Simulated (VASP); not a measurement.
# TePb (Fm-3m) in VASP: further runs

TePb is run at these levels: PBEsol; tasks: single point, relaxation of cell and atoms.

All numbers are computed with VASP 6.6.1; they aren't measurements. Logs are shortened: lines on timing, memory, paths and dates and some standing lists are left out, and cuts for length are marked.

### 1 The cell of the first run

Symmetry: Fm-3m, No. 225, cubic system. The conventional cell has a = 6.443 Å, b = 6.443 Å, c = 6.443 Å, α = 90.00°, β = 90.00°, γ = 90.00°. Te (site symmetry m-3m) has 6 Pb at 3.22 Å within 4.2 Å. Pb (site symmetry m-3m) has 6 Te at 3.22 Å within 4.2 Å.

### 2 Single point, PBEsol

Contents of INCAR:

```
SYSTEM = TePb
  ALGO = Normal
  EDIFF = 1E-6
  ENCUT = 520
  GGA = PS
  ISIF = 2
  ISMEAR = -1
  LASPH = .True.
  LCHARG = .False.
  LREAL = .False.
  LWAVE = .False.
  NBANDS = 17
  NELM = 100
  PREC = Accurate
  SIGMA = 0.1
```

Contents of KPOINTS:

```
k-points
0
Gamma
  14 14 14
  0 0 0
```

Contents of POSCAR:

```
TePb
1.0
    0.0000000000      3.2213304674      3.2213304674
    3.2213304674      0.0000000000      3.2213304674
    3.2213304674      3.2213304674      0.0000000000
Te Pb
1 1
Direct
    0.5000000000      0.5000000000      0.5000000000
    0.0000000000      0.0000000000      0.0000000000
```

Potentials or basis: VASP PAW PBE potentials, release 64 (Te, Pb_d).

The run is started by

```sh
$ cat potpaw_PBE.64/Te/POTCAR potpaw_PBE.64/Pb_d/POTCAR > POTCAR
$ mpirun -np 1 vasp_std > vasp.out
```

OUTCAR:

```text
SYSTEM = TePb
   EDIFF = 1E-6
   ENCUT = 520
   GGA = PS
   ISIF = 2
   ISMEAR = -1
   LASPH = .True.
   LREAL = .False.
   NELM = 100
   PREC = Accurate

 ion  position               nearest neighbor table
   1  0.500  0.500  0.500-   2 3.22   2 3.22   2 3.22   2 3.22   2 3.22   2 3.22
   2  0.000  0.000  0.000-   1 3.22   1 3.22   1 3.22   1 3.22   1 3.22   1 3.22

  LATTYP: Found a face centered cubic cell.
 ALAT       =     6.4426609348

  Lattice vectors:

 A1 = (   0.0000000000,   3.2213304674,   3.2213304674)
 A2 = (   3.2213304674,   0.0000000000,   3.2213304674)
 A3 = (   3.2213304674,   3.2213304674,   0.0000000000)

Analysis of symmetry for initial positions (statically):
=====================================================================
 Subroutine PRICEL returns:
 Original cell was already a primitive cell.

 Routine SETGRP: Setting up the symmetry group for a
 face centered cubic supercell.

 Subroutine GETGRP returns: Found 48 space group operations
 (whereof 48 operations were pure point group operations)
 out of a pool of 48 trial point group operations.

The static configuration has the point symmetry O_h .

Analysis of symmetry for dynamics (positions and initial velocities):
=====================================================================
 Subroutine PRICEL returns:
 Original cell was already a primitive cell.

 Routine SETGRP: Setting up the symmetry group for a
 face centered cubic supercell.

 Subroutine GETGRP returns: Found 48 space group operations
 (whereof 48 operations were pure point group operations)
 out of a pool of 48 trial point group operations.

The dynamic configuration has the point symmetry O_h .

 Subroutine INISYM returns: Found 48 space group operations
 (whereof 48 operations are pure point group operations),
 and found     1 'primitive' translations

----------------------------------------------------------------------------------------

                                     Primitive cell

  volume of cell :      66.8553

  direct lattice vectors                    reciprocal lattice vectors
     0.000000000  3.221330467  3.221330467    -0.155215370  0.155215370  0.155215370
     3.221330467  0.000000000  3.221330467     0.155215370 -0.155215370  0.155215370
     3.221330467  3.221330467  0.000000000     0.155215370  0.155215370 -0.155215370

  length of vectors
     4.555649236  4.555649236  4.555649236     0.268840907  0.268840907  0.268840907

  position of ions in fractional coordinates (direct lattice)
     0.500000000  0.500000000  0.500000000
     0.000000000  0.000000000  0.000000000

  ion indices of the primitive-cell ions
   primitive index   ion index
                 1           1
                 2           2

----------------------------------------------------------------------------------------

 KPOINTS: k-points

Automatic generation of k-mesh.
 Grid dimensions read from file:
 generate k-points for:   14   14   14

 Generating k-lattice:

  Cartesian coordinates                     Fractional coordinates (reciprocal lattice)
    -0.011086812  0.011086812  0.011086812     0.071428571  0.000000000  0.000000000
     0.011086812 -0.011086812  0.011086812     0.000000000  0.071428571  0.000000000
     0.011086812  0.011086812 -0.011086812     0.000000000  0.000000000  0.071428571

  Length of vectors
     0.019202922  0.019202922  0.019202922

  Shift w.r.t. Gamma in fractional coordinates (k-lattice)
     0.000000000  0.000000000  0.000000000

 Subroutine IBZKPT returns following result:
 ===========================================

 Found    104 irreducible k-points:

 Following reciprocal coordinates:
            Coordinates               Weight
  0.000000  0.000000  0.000000      1.000000
  0.071429  0.000000  0.000000      8.000000
  0.142857  0.000000  0.000000      8.000000
  0.214286  0.000000  0.000000      8.000000
  0.285714  0.000000  0.000000      8.000000
  0.357143  0.000000  0.000000      8.000000
[... 16 lines left out ...]
  0.214286  0.142857  0.000000     24.000000
  0.285714  0.142857  0.000000     24.000000
 [... further k-points ...]
   k-points           NKPTS =    104   k-points in BZ     NKDIM =    104   number of bands    NBANDS=     17
   number of dos      NEDOS =    301   number of ions     NIONS =      2
   total plane-waves  NPLWV =  46656
   dimension x,y,z NGX =    36 NGY =   36 NGZ =   36
   dimension x,y,z NGXF=    72 NGYF=   72 NGZF=   72
   ions per type =               1   1
   NGX,Y,Z   is equivalent  to a cutoff of  13.14, 13.14, 13.14 a.u.
   NGXF,Y,Z  is equivalent  to a cutoff of  26.27, 26.27, 26.27 a.u.
 SYSTEM =  TePb
   PREC   = accura    normal or accurate (medium, high low for compatibility)
   ISTART =      0    job   : 0-new  1-cont  2-samecut
   ICHARG =      2    charge: 1-file 2-atom 10-const
   ISPIN  =      1    spin polarized calculation?
   LNONCOLLINEAR =      F non collinear calculations
   LSORBIT =      F    spin-orbit coupling
   LASPH  =      T    aspherical Exc in radial PAW
   ENCUT  =  520.0 eV  38.22 Ry    6.18 a.u.   8.47  8.47  8.47*2*pi/ulx,y,z
   NELM   =    100;   NELMIN=  2; NELMDL= -5     # of ELM steps
   EDIFF  = 0.1E-05   stopping-criterion for ELM
   LREAL  =      F    real-space projection
[... 7 lines left out ...]
   TEBEG  =    0.0;   TEEND  =   0.0 temperature during run
   PSTRESS=    0.0 pullay stress
   NELECT =      20.0000    total number of electrons
   NUPDOWN=      -1.0000    fix difference up-down
   EMIN   =  10.00;   EMAX   =-10.00  energy-range for DOS
   EFERMI =   0.00;   METHOD = LEGACY
   ISMEAR =    -1;   SIGMA  =   0.10  broadening in eV -4-tet -1-fermi 0-gaus
   EFERMI_NEDOS =   21; number of points for ismear=-14 and -15
   IALGO  =     38    algorithm
   IMIX   =      4    mixing-type and parameters
     AMIX     =   0.40;   BMIX     =  1.00
     AMIX_MAG =   1.60;   BMIX_MAG =  1.00
  volume/ion in A,a.u.               =      33.43       225.58
  Fermi-wavevector in a.u.,A,eV,Ry     =   1.094896  2.069053 16.310628  1.198797
  Thomas-Fermi vector in A             =   2.231209
   LORBIT       =      0    0 simple, 1 ext, 2 COOP (PROOUT), +10 PAW based schemes
   GGA     = PS    functional components
   LHFCALC =     F    Hartree Fock is set to
   AEXX    =    0.0000 exact exchange contribution
   IVDW    =     0    specifies the selected vdW correction
   LEPSILON=     F    determine dielectric tensor
   LRPA    =     F    only Hartree local field effects (RPA)
 non-spin polarized calculation
  energy-cutoff  :      520.00
  volume of cell :       66.86
 maximum number of plane-waves:      1823
 NGX is ok and might be reduce to    36
   NGX = 17   NGY = 17   NGZ = 17

 number of electron      20.0000002 magnetization

 Free energy of the ion-electron system (eV)
  ---------------------------------------------------
  ext. energy  EPLUGINS =         0.00000000
  ---------------------------------------------------
  free energy    TOTEN  =        -8.25930022 eV

  energy without entropy =       -8.25864734  energy(sigma->0) =       -8.25897378

 E-fermi :   5.9624     XC(G=0):  -9.5105

 val. band max:        5.5774965222   @ k =   0.5000   0.0000   0.0000
 cond. band min:       6.2271565584   @ k =   0.5000   0.0000   0.0000
 fundamental gap:      0.6496600362
 Fermi energy:         5.9623582231

 k-point     1 :       0.0000    0.0000    0.0000
  band No.  band energies     occupation
      1     -11.0658      2.00000
      2     -11.0658      2.00000
      3     -11.0542      2.00000
      4     -11.0542      2.00000
      5     -11.0542      2.00000
      6      -6.5326      2.00000
[... 9 lines left out ...]
     16      11.3139      0.00000
     17      12.7793      0.00000

 k-point     2 :       0.0714    0.0000    0.0000
  band No.  band energies     occupation
      1     -11.0664      2.00000
      2     -11.0664      2.00000
      3     -11.0541      2.00000
      4     -11.0535      2.00000
      5     -11.0535      2.00000
      6      -6.4880      2.00000
[... 9 lines left out ...]
     16      11.4156      0.00000
     17      13.2144      0.00000

 k-point     3 :       0.1429    0.0000    0.0000
  band No.  band energies     occupation
      1     -11.0683      2.00000
      2     -11.0683      2.00000
      3     -11.0537      2.00000
      4     -11.0512      2.00000
      5     -11.0512      2.00000
      6      -6.3554      2.00000
[... 9 lines left out ...]
     16      11.6974      0.00000
     17      14.1321      0.00000

 k-point     4 :       0.2143    0.0000    0.0000
  band No.  band energies     occupation
      1     -11.0714      2.00000
      2     -11.0714      2.00000
      3     -11.0532      2.00000
      4     -11.0476      2.00000
      5     -11.0476      2.00000
      6      -6.1402      2.00000
[... 9 lines left out ...]
     16      12.1396      0.00000
     17      15.2358      0.00000

 k-point     5 :       0.2857    0.0000    0.0000
  band No.  band energies     occupation
      1     -11.0751      2.00000
      2     -11.0751      2.00000
      3     -11.0527      2.00000
      4     -11.0434      2.00000
      5     -11.0434      2.00000
      6      -5.8539      2.00000
[... 9 lines left out ...]
     16      12.7314      0.00000
     17      16.2969      0.00000

 k-point     6 :       0.3571    0.0000    0.0000
  band No.  band energies     occupation
      1     -11.0784      2.00000
      2     -11.0784      2.00000
      3     -11.0523      2.00000
      4     -11.0395      2.00000
      5     -11.0395      2.00000
      6      -5.5227      2.00000
[... 9 lines left out ...]
     16      13.4545      0.00000
     17      16.4215      0.00000

 k-point     7 :       0.4286    0.0000    0.0000
  band No.  band energies     occupation
      1     -11.0808      2.00000
      2     -11.0808      2.00000
      3     -11.0520      2.00000
      4     -11.0368      2.00000
      5     -11.0368      2.00000
      6      -5.2120      2.00000
[... 9 lines left out ...]
     16      14.2608      0.00000
     17      15.5457      0.00000

 k-point     8 :       0.5000    0.0000    0.0000
  band No.  band energies     occupation
      1     -11.0816      2.00000
      2     -11.0816      2.00000
      3     -11.0520      2.00000
      4     -11.0359      2.00000
      5     -11.0359      2.00000
      6      -5.0683      2.00000
[... 9 lines left out ...]
     16      14.8127      0.00000
     17      14.8127      0.00000
[... 203 lines left out ...]
      1     -11.0746      2.00000
      2     -11.0717      2.00000
      3     -11.0530      2.00000
      4     -11.0472      2.00000
      5     -11.0445      2.00000
      6      -6.0144      2.00000
[... 9 lines left out ...]
     16      12.9801      0.00000
     17      14.8288      0.00000

 k-point    20 :      -0.1429    0.0714    0.0000
  band No.  band energies     occupation
      1     -11.0713      2.00000
      2     -11.0683      2.00000
      3     -11.0537      2.00000
      4     -11.0506      2.00000
      5     -11.0483      2.00000
      6      -6.2538      2.00000
[... 9 lines left out ...]
     16      12.3547      0.00000
     17      13.9370      0.00000

 k-point    21 :      -0.0714    0.0714    0.0000
  band No.  band energies     occupation
      1     -11.0685      2.00000
      2     -11.0664      2.00000
      3     -11.0542      2.00000
      4     -11.0528      2.00000
      5     -11.0515      2.00000
      6      -6.4140      2.00000
[... 9 lines left out ...]
     16      11.8317      0.00000
     17      13.4873      0.00000

 k-point    22 :       0.1429    0.1429    0.0000
  band No.  band energies     occupation
      1     -11.0747      2.00000
      2     -11.0636      2.00000
      3     -11.0563      2.00000
      4     -11.0493      2.00000
      5     -11.0493      2.00000
      6      -6.2965      2.00000
[... 9 lines left out ...]
     16      12.3508      0.00000
     17      13.4881      0.00000

 k-point    23 :       0.2143    0.1429    0.0000
  band No.  band energies     occupation
      1     -11.0795      2.00000
      2     -11.0637      2.00000
      3     -11.0566      2.00000
      4     -11.0468      2.00000
      5     -11.0462      2.00000
      6      -6.1387      2.00000
[... 9 lines left out ...]
     16      12.8356      0.00000
     17      13.9610      0.00000

 k-point    24 :       0.2857    0.1429    0.0000
  band No.  band energies     occupation
      1     -11.0843      2.00000
      2     -11.0658      2.00000
      3     -11.0560      2.00000
      4     -11.0442      2.00000
      5     -11.0421      2.00000
      6      -5.9043      2.00000
[... 9 lines left out ...]
     16      13.4092      0.00000
     17      14.9416      0.00000

 [... further k-points ...]

------------------------ aborting loop because EDIFF is reached ----------------------------------------

  FORCE on cell =-STRESS in cart. coord.  units (eV):
  Direction    XX          YY          ZZ          XY          YZ          ZX
  --------------------------------------------------------------------------------------
  -------------------------------------------------------------------------------------
  Total       -0.0148392     -0.0148392     -0.0148392     -0.0000000     -0.0000000      0.0000000
  in kB       -0.3556182     -0.3556182     -0.3556182     -0.0000000     -0.0000000      0.0000000
  external PRESSURE =      -0.3556182 kB  Pullay stress =       0.0000000 kB

 VOLUME and BASIS-vectors are now :
 -----------------------------------------------------------------------------
  energy-cutoff  :      520.00
  volume of cell :       66.86
      direct lattice vectors                 reciprocal lattice vectors
     0.000000000  3.221330467  3.221330467    -0.155215370  0.155215370  0.155215370
     3.221330467  0.000000000  3.221330467     0.155215370 -0.155215370  0.155215370
     3.221330467  3.221330467  0.000000000     0.155215370  0.155215370 -0.155215370

 POSITION                                       TOTAL-FORCE (eV/Angst)
 -----------------------------------------------------------------------------------
      3.22133      3.22133      3.22133        -0.000000      0.000000      0.000000
      0.00000      0.00000      0.00000         0.000000      0.000000     -0.000000
 -----------------------------------------------------------------------------------
    total drift:                               -0.000000      0.000000      0.000000

  FREE ENERGIE OF THE ION-ELECTRON SYSTEM (eV)
  ---------------------------------------------------
  free  energy   TOTEN  =        -8.2593002168 eV

  energy  without entropy=       -8.2586473426  energy(sigma->0) =       -8.25897378
```

It took 54 s on 1 thread of Intel Xeon 6975P-C (Granite Rapids), shared host; peak memory 0.28 GiB.

What came out:

| Item | Value |
| --- | --- |
| Free energy | -8.2593 eV |
| Pressure | 0.0 GPa |
| Band gap on the k mesh | 0.65 eV |

Caveat: the PAW data sets were made with another functional, which shifts forces and pressure a little; spin-orbit coupling is left out, which moves the levels of the heavy elements. A k mesh can miss the band edges.

(Continued in part 2 of 2.)
